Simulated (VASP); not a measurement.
# GdN (Fm-3m) in VASP: notebook

Runs on GdN. Level: PBE. Tasks: single point.

Program: VASP 6.6.1. These are calculated values, not measurements. Logs are shortened: lines on timing, memory, paths and dates and some standing lists are left out, and cuts for length are marked.

## Step 1: The cell of the first run

The structure is cubic, space group Fm-3m (No. 225). Conventional cell: a = 5.051 Å, b = 5.051 Å, c = 5.051 Å, α = 90.00°, β = 90.00°, γ = 90.00°. Within 3.3 Å of Gd (site symmetry m-3m) lie 6 N at 2.53 Å. N (site symmetry m-3m) has 6 Gd at 2.53 Å within 3.3 Å.

## Step 2: Single point, PBE, collinear spin, ferromagnetic start (16.11 Å³/atom)

Input file INCAR:

```
SYSTEM = GdN
PREC = Accurate
ENCUT = 520
EDIFF = 1E-6
ISMEAR = 0
SIGMA = 0.05
LREAL = .FALSE.
LASPH = .TRUE.
NELM = 150
ALGO = Normal
ISIF = 2
LWAVE = .FALSE.
LCHARG = .FALSE.
ISPIN = 2
MAGMOM = 7.56 0
LORBIT = 11
LMAXMIX = 6
GGA = PE
NBANDS = 22
```

Input file KPOINTS:

```
Automatic mesh
0
G
  12 12 12
  0 0 0
```

Input file POSCAR:

```
GdN
1.0
    0.0000000000      2.5256021500      2.5256021500
    2.5256021500      0.0000000000      2.5256021500
    2.5256021500      2.5256021500      0.0000000000
Gd N
1 1
Direct
    0.5000000000      0.5000000000      0.5000000000
    0.0000000000      0.0000000000      0.0000000000
```

Potentials or basis: VASP PAW PBE potentials, release 64 (Gd, N).

Run with:

```console
$ cat potpaw_PBE.64/Gd/POTCAR potpaw_PBE.64/N/POTCAR > POTCAR
$ mpirun -np 1 vasp_std > vasp.out
```

OUTCAR:

```text
SYSTEM = GdN
   PREC = Accurate
   ENCUT = 520
   EDIFF = 1E-6
   ISMEAR = 0
   LREAL = .FALSE.
   LASPH = .TRUE.
   NELM = 150
   ISIF = 2
   ISPIN = 2
   LORBIT = 11
   GGA = PE

 ion  position               nearest neighbor table
   1  0.500  0.500  0.500-   2 2.53   2 2.53   2 2.53   2 2.53   2 2.53   2 2.53
   2  0.000  0.000  0.000-   1 2.53   1 2.53   1 2.53   1 2.53   1 2.53   1 2.53

  LATTYP: Found a face centered cubic cell.
 ALAT       =     5.0512043000

  Lattice vectors:

 A1 = (   0.0000000000,   2.5256021500,   2.5256021500)
 A2 = (   2.5256021500,   0.0000000000,   2.5256021500)
 A3 = (   2.5256021500,   2.5256021500,   0.0000000000)

Analysis of symmetry for initial positions (statically):
=====================================================================
 Subroutine PRICEL returns:
 Original cell was already a primitive cell.

 Routine SETGRP: Setting up the symmetry group for a
 face centered cubic supercell.

 Subroutine GETGRP returns: Found 48 space group operations
 (whereof 48 operations were pure point group operations)
 out of a pool of 48 trial point group operations.

The static configuration has the point symmetry O_h .

Analysis of symmetry for dynamics (positions and initial velocities):
=====================================================================
 Subroutine PRICEL returns:
 Original cell was already a primitive cell.

 Routine SETGRP: Setting up the symmetry group for a
 face centered cubic supercell.

 Subroutine GETGRP returns: Found 48 space group operations
 (whereof 48 operations were pure point group operations)
 out of a pool of 48 trial point group operations.

The dynamic configuration has the point symmetry O_h .

Analysis of structural, dynamic, and magnetic symmetry:
=====================================================================
 Subroutine PRICEL returns:
 Original cell was already a primitive cell.

 Routine SETGRP: Setting up the symmetry group for a
 face centered cubic supercell.

 Subroutine GETGRP returns: Found 48 space group operations
 (whereof 48 operations were pure point group operations)
 out of a pool of 48 trial point group operations.

The overall configuration has the point symmetry O_h .

 Subroutine INISYM returns: Found 48 space group operations
 (whereof 48 operations are pure point group operations),
 and found     1 'primitive' translations

----------------------------------------------------------------------------------------

                                     Primitive cell

  volume of cell :      32.2199

  direct lattice vectors                    reciprocal lattice vectors
     0.000000000  2.525602150  2.525602150    -0.197972590  0.197972590  0.197972590
     2.525602150  0.000000000  2.525602150     0.197972590 -0.197972590  0.197972590
     2.525602150  2.525602150  0.000000000     0.197972590  0.197972590 -0.197972590

  length of vectors
     3.571740814  3.571740814  3.571740814     0.342898585  0.342898585  0.342898585

  position of ions in fractional coordinates (direct lattice)
     0.500000000  0.500000000  0.500000000
     0.000000000  0.000000000  0.000000000

  ion indices of the primitive-cell ions
   primitive index   ion index
                 1           1
                 2           2

----------------------------------------------------------------------------------------

 KPOINTS: Automatic mesh

Automatic generation of k-mesh.
 Grid dimensions read from file:
 generate k-points for:   12   12   12

 Generating k-lattice:

  Cartesian coordinates                     Fractional coordinates (reciprocal lattice)
    -0.016497716  0.016497716  0.016497716     0.083333333  0.000000000  0.000000000
     0.016497716 -0.016497716  0.016497716     0.000000000  0.083333333  0.000000000
     0.016497716  0.016497716 -0.016497716     0.000000000  0.000000000  0.083333333

  Length of vectors
     0.028574882  0.028574882  0.028574882

  Shift w.r.t. Gamma in fractional coordinates (k-lattice)
     0.000000000  0.000000000  0.000000000

 Subroutine IBZKPT returns following result:
 ===========================================

 Found     72 irreducible k-points:

 Following reciprocal coordinates:
            Coordinates               Weight
  0.000000  0.000000  0.000000      1.000000
  0.083333  0.000000  0.000000      8.000000
  0.166667  0.000000  0.000000      8.000000
  0.250000  0.000000  0.000000      8.000000
  0.333333  0.000000  0.000000      8.000000
  0.416667  0.000000  0.000000      8.000000
[... 16 lines left out ...]
  0.500000  0.166667  0.000000     24.000000
 -0.416667  0.166667  0.000000     24.000000
 [... further k-points ...]
   k-points           NKPTS =     72   k-points in BZ     NKDIM =     72   number of bands    NBANDS=     22
   number of dos      NEDOS =    301   number of ions     NIONS =      2
   total plane-waves  NPLWV =  21952
   dimension x,y,z NGX =    28 NGY =   28 NGZ =   28
   dimension x,y,z NGXF=    56 NGYF=   56 NGZF=   56
   ions per type =               1   1
   NGX,Y,Z   is equivalent  to a cutoff of  13.03, 13.03, 13.03 a.u.
   NGXF,Y,Z  is equivalent  to a cutoff of  26.07, 26.07, 26.07 a.u.
 SYSTEM =  GdN
   PREC   = accura    normal or accurate (medium, high low for compatibility)
   ISTART =      0    job   : 0-new  1-cont  2-samecut
   ICHARG =      2    charge: 1-file 2-atom 10-const
   ISPIN  =      2    spin polarized calculation?
   LNONCOLLINEAR =      F non collinear calculations
   LSORBIT =      F    spin-orbit coupling
   LASPH  =      T    aspherical Exc in radial PAW
   ENCUT  =  520.0 eV  38.22 Ry    6.18 a.u.   6.64  6.64  6.64*2*pi/ulx,y,z
   NELM   =    150;   NELMIN=  2; NELMDL= -5     # of ELM steps
   EDIFF  = 0.1E-05   stopping-criterion for ELM
   LREAL  =      F    real-space projection
   EDIFFG = 0.1E-04   stopping-criterion for IOM
   NSW    =      0    number of steps for IOM
   IBRION =     -1    ionic relax: 0-MD 1-quasi-New 2-CG
   NFREE  =      0    steps in history (QN), initial steepest desc. (CG)
   ISIF   =      2    stress and relaxation
   ISYM   =      2    0-nonsym 1-usesym 2-fastsym
   POTIM  = 0.5000    time-step for ionic-motion
   TEBEG  =    0.0;   TEEND  =   0.0 temperature during run
   PSTRESS=    0.0 pullay stress
   NELECT =      23.0000    total number of electrons
   NUPDOWN=      -1.0000    fix difference up-down
   EMIN   =  10.00;   EMAX   =-10.00  energy-range for DOS
   EFERMI =   0.00;   METHOD = LEGACY
   ISMEAR =     0;   SIGMA  =   0.05  broadening in eV -4-tet -1-fermi 0-gaus
   EFERMI_NEDOS =   21; number of points for ismear=-14 and -15
   IALGO  =     38    algorithm
   IMIX   =      4    mixing-type and parameters
     AMIX     =   0.40;   BMIX     =  1.00
     AMIX_MAG =   1.60;   BMIX_MAG =  1.00
  volume/ion in A,a.u.               =      16.11       108.72
  Fermi-wavevector in a.u.,A,eV,Ry     =   1.463106  2.764870 29.125715  2.140680
  Thomas-Fermi vector in A             =   2.579240
   LORBIT       =     11    0 simple, 1 ext, 2 COOP (PROOUT), +10 PAW based schemes
   GGA     = PE    functional components
   LHFCALC =     F    Hartree Fock is set to
   AEXX    =    0.0000 exact exchange contribution
   IVDW    =     0    specifies the selected vdW correction
   LEPSILON=     F    determine dielectric tensor
   LRPA    =     F    only Hartree local field effects (RPA)
 spin polarized calculation
 Gauss-broadening in eV      SIGMA  =   0.05
  energy-cutoff  :      520.00
  volume of cell :       32.22
 maximum number of plane-waves:       893
   NGX = 13   NGY = 13   NGZ = 13

 number of electron      22.9999996 magnetization       7.0002860

 Free energy of the ion-electron system (eV)
  ---------------------------------------------------
  ext. energy  EPLUGINS =         0.00000000
  ---------------------------------------------------
  free energy    TOTEN  =       -23.19581981 eV

  energy without entropy =      -23.19571945  energy(sigma->0) =      -23.19576963

 E-fermi :   3.6987     XC(G=0): -11.3734

 val. band max:        3.6983887838   @ k =   0.0833   0.0833   0.0000
 cond. band min:       3.8566267221   @ k =   0.3333   0.3333   0.0000
 fundamental gap:      0.1582379383
 Fermi energy:         3.6986673387

 spin component 1

 k-point     1 :       0.0000    0.0000    0.0000
  band No.  band energies     occupation
      1     -40.2092      1.00000
      2     -17.2359      1.00000
      3     -17.2359      1.00000
      4     -17.2359      1.00000
      5      -9.2497      1.00000
      6      -0.0186      1.00000
[... 14 lines left out ...]
     21       8.1754      0.00000
     22      14.1962      0.00000

 k-point     2 :       0.0833    0.0000    0.0000
  band No.  band energies     occupation
      1     -40.2041      1.00000
      2     -17.3124      1.00000
      3     -17.2415      1.00000
      4     -17.2415      1.00000
      5      -9.1401      1.00000
      6      -0.0341      1.00000
[... 14 lines left out ...]
     21       8.5521      0.00000
     22      14.6172      0.00000

 k-point     3 :       0.1667    0.0000    0.0000
  band No.  band energies     occupation
      1     -40.1901      1.00000
      2     -17.5131      1.00000
      3     -17.2569      1.00000
      4     -17.2568      1.00000
      5      -8.8467      1.00000
      6      -0.0790      1.00000
[... 14 lines left out ...]
     21       9.4733      0.00000
     22      15.7223      0.00000
[... 476 lines left out ...]
 k-point    23 :       0.5000    0.1667    0.0000
  band No.  band energies     occupation
      1     -40.1264      1.00000
      2     -18.1148      1.00000
      3     -17.4551      1.00000
      4     -17.3745      1.00000
      5      -7.9898      1.00000
      6      -0.1109      1.00000
[... 14 lines left out ...]
     21      13.4253      0.00000
     22      15.3434      0.00000

 k-point    24 :      -0.4167    0.1667    0.0000
  band No.  band energies     occupation
      1     -40.1251      1.00000
      2     -18.1270      1.00000
      3     -17.4867      1.00000
      4     -17.3522      1.00000
      5      -7.9314      1.00000
      6      -0.1590      1.00000
[... 14 lines left out ...]
     21      13.4580      0.00000
     22      15.3356      0.00000

 [... further k-points ...]

 spin component 2

 k-point     1 :       0.0000    0.0000    0.0000
  band No.  band energies     occupation
      1     -37.1043      1.00000
      2     -14.9902      1.00000
      3     -14.9902      1.00000
      4     -14.9902      1.00000
      5      -9.2503      1.00000
      6       2.8607      1.00000
[... 14 lines left out ...]
     21       9.1276      0.00000
     22      15.0802      0.00000

 k-point     2 :       0.0833    0.0000    0.0000
  band No.  band energies     occupation
      1     -37.0977      1.00000
      2     -15.1005      1.00000
      3     -14.9966      1.00000
      4     -14.9966      1.00000
      5      -9.1167      1.00000
      6       2.5632      1.00000
[... 14 lines left out ...]
     21       9.4933      0.00000
     22      15.4953      0.00000

 k-point     3 :       0.1667    0.0000    0.0000
  band No.  band energies     occupation
      1     -37.0796      1.00000
      2     -15.3807      1.00000
      3     -15.0141      1.00000
      4     -15.0141      1.00000
      5      -8.7712      1.00000
      6       1.8636      1.00000
[... 14 lines left out ...]
     21      10.3885      0.00000
     22      16.6081      0.00000
[... 476 lines left out ...]
 k-point    23 :       0.5000    0.1667    0.0000
  band No.  band energies     occupation
      1     -36.9966      1.00000
      2     -16.1561      1.00000
      3     -15.2599      1.00000
      4     -15.1564      1.00000
      5      -7.8781      1.00000
      6       0.3878      1.00000
[... 14 lines left out ...]
     21      14.3945      0.00000
     22      16.2829      0.00000

 k-point    24 :      -0.4167    0.1667    0.0000
  band No.  band energies     occupation
      1     -36.9949      1.00000
      2     -16.1735      1.00000
      3     -15.3006      1.00000
      4     -15.1270      1.00000
      5      -7.8111      1.00000
      6       0.2555      1.00000
[... 14 lines left out ...]
     21      14.5340      0.00000
     22      16.2048      0.00000

 [... further k-points ...]

------------------------ aborting loop because EDIFF is reached ----------------------------------------

  FORCE on cell =-STRESS in cart. coord.  units (eV):
  Direction    XX          YY          ZZ          XY          YZ          ZX
  --------------------------------------------------------------------------------------
  -------------------------------------------------------------------------------------
  Total       -1.0920715     -1.0920715     -1.0920715     -0.0000000     -0.0000000     -0.0000000
  in kB      -54.3046277    -54.3046277    -54.3046277     -0.0000000     -0.0000000     -0.0000000
  external PRESSURE =     -54.3046277 kB  Pullay stress =       0.0000000 kB

 VOLUME and BASIS-vectors are now :
 -----------------------------------------------------------------------------
  energy-cutoff  :      520.00
  volume of cell :       32.22
      direct lattice vectors                 reciprocal lattice vectors
     0.000000000  2.525602150  2.525602150    -0.197972590  0.197972590  0.197972590
     2.525602150  0.000000000  2.525602150     0.197972590 -0.197972590  0.197972590
     2.525602150  2.525602150  0.000000000     0.197972590  0.197972590 -0.197972590

 POSITION                                       TOTAL-FORCE (eV/Angst)
 -----------------------------------------------------------------------------------
      2.52560      2.52560      2.52560        -0.000000      0.000000      0.000000
      0.00000      0.00000      0.00000         0.000000     -0.000000     -0.000000
 -----------------------------------------------------------------------------------
    total drift:                                0.000000      0.000000      0.000000

  FREE ENERGIE OF THE ION-ELECTRON SYSTEM (eV)
  ---------------------------------------------------
  free  energy   TOTEN  =       -23.1958198110 eV

  energy  without entropy=      -23.1957194506  energy(sigma->0) =      -23.19576963

 total charge

# of ion       s       p       d       f       tot
--------------------------------------------------
    1        2.032   5.655   0.508   7.000  15.195
    2        1.248   2.364   0.000   0.000   3.612
--------------------------------------------------
tot          3.280   8.019   0.508   7.000  18.807

 magnetization (x)

# of ion       s       p       d       f       tot
--------------------------------------------------
    1       -0.006  -0.082   0.079   6.812   6.804
    2       -0.007  -0.074   0.000   0.000  -0.080
--------------------------------------------------
tot         -0.012  -0.155   0.079   6.812   6.724
```

It took 8.6 min on 1 thread of Intel Xeon 8259CL, shared host; peak memory 0.25 GiB.

What came out:

```yaml
Free_energy: -23.1958 eV
Pressure: -5.4 GPa
Band_gap_on_the_k_mesh: zero (filled and empty bands overlap)
Net_moment: 7.00 μB per cell
Site_moments: Gd +6.80; N -0.08 μB
Valence_electrons_inside_the_program's_atomic_spheres: Gd 15.20; N 3.61
```

Caveat: the cell stands under tension; spin-orbit coupling is left out, which moves the levels of the heavy elements; a cell with one magnetic atom can't hold antiferromagnetic order, which such compounds often take; semilocal functionals describe open f shells poorly, which spoils levels, moments and volumes. With open d or f shells a metallic result of PBE can be an artefact of self-interaction; +U or a hybrid may open a gap.

## Step 3: Single point, PBE, collinear spin, ferromagnetic start (16.57 Å³/atom)

This run uses another cell than the first one, of 16.57 Å³/atom.

Input file INCAR:

```
PREC = Accurate
ENCUT = 520
EDIFF = 1E-7
ISMEAR = 0
SIGMA = 0.05
LREAL = F
LASPH = T
NELM = 150
ALGO = Normal
ISIF = 2
LWAVE = F
LCHARG = T
ISPIN = 2
MAGMOM = 7.56 0
LORBIT = 11
LMAXMIX = 6
GGA = PE
LELF = T
LVHAR = T
NBANDS = 22
```

Input file KPOINTS:

```
regular mesh
0
Gamma
  12 12 12
```

Input file POSCAR:

```
GdN
1.0
    0.0000000000      2.5496569516      2.5496569516
    2.5496569516      0.0000000000      2.5496569516
    2.5496569516      2.5496569516      0.0000000000
Gd N
1 1
Direct
    0.5000000000      0.5000000000      0.5000000000
    0.0000000000      0.0000000000      0.0000000000
```

Potentials or basis: VASP PAW PBE potentials, release 64 (Gd, N).

Run with:

```console
$ cat potpaw_PBE.64/Gd/POTCAR potpaw_PBE.64/N/POTCAR > POTCAR
$ mpirun -np 1 vasp_std > vasp.out
```

Wall time 10 min (1 thread of Intel Xeon 8259CL, shared host); peak memory 0.25 GiB.

The run converged. Its results:

```
Free energy                                           : -23.1554 eV
Pressure                                              : -8.7 GPa
Band gap on the k mesh                                : zero (filled and empty bands overlap)
Net moment                                            : 7.00 μB per cell
Site moments                                          : Gd +6.80; N -0.08 μB
Valence electrons inside the program's atomic spheres : Gd 15.17; N 3.60
```

Levels at points of the mesh, in eV from the Fermi level:
Spin up:
| k point | band 11 | band 12 | band 13 | band 14 | band 15 | band 16 | band 17 | band 18 | band 19 | band 20 |
| --- | --- | --- | --- | --- | --- | --- | --- | --- | --- | --- |
| (0.00, 0.00, 0.00) | -3.46 | -3.46 | 0.18 | 0.18 | 0.18 | 2.45 | 2.45 | 2.45 | 2.69 | 4.40 |
| (0.50, 0.00, 0.00) | -3.48 | -3.46 | -3.45 | -2.36 | -2.36 | 4.81 | 5.52 | 5.52 | 6.20 | 9.23 |
| (0.50, 0.50, 0.00) | -3.51 | -3.51 | -1.55 | -0.30 | -0.28 | -0.28 | 5.92 | 6.11 | 7.08 | 7.08 |
Spin down:
```tsv
k point	band 5	band 6	band 7	band 8	band 9	band 10	band 11	band 12
(0.00, 0.00, 0.00)	-12.85	-0.79	-0.79	-0.79	1.52	1.98	1.98	1.98
(0.50, 0.00, 0.00)	-11.24	-3.87	-2.24	-2.24	1.63	1.72	1.72	1.92
(0.50, 0.50, 0.00)	-12.53	-1.24	-0.81	-0.81	0.38	1.76	1.81	1.86
```

Caveat: the cell stands under tension; spin-orbit coupling is left out, which moves the levels of the heavy elements; a cell with one magnetic atom can't hold antiferromagnetic order, which such compounds often take; semilocal functionals describe open f shells poorly, which spoils levels, moments and volumes. With open d or f shells a metallic result of PBE can be an artefact of self-interaction; +U or a hybrid may open a gap.
